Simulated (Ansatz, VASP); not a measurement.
## P in VASP and in Ansatz

```xyz
1
Lattice="2.4463 0.0000 0.0000 0.0000 2.4463 0.0000 0.0000 0.0000 2.4463" Properties=species:S:1:pos:R:3 pbc="T T T"
P     0.0000    0.0000    0.0000
```

Alike in both runs: task single point; functional PBE; k mesh 8 × 8 × 8; occupations fermi-dirac, width 0.03 eV; no spin polarisation.

```csv
,VASP,Ansatz
version,VASP 6.6.1,Ansatz 0.2.0
potentials or method,"VASP PAW PBE potentials, release 64 (P), cutoff 500 eV","all-electron LAPW, scalar-relativistic"
```

Ansatz gave:

* pressure (GPa): -0.3

**Question.** What did VASP give for the same quantities?

**Answer.** Pressure (GPa): -0.6.

Ansatz ran all-electron here, and VASP with PAW potentials.
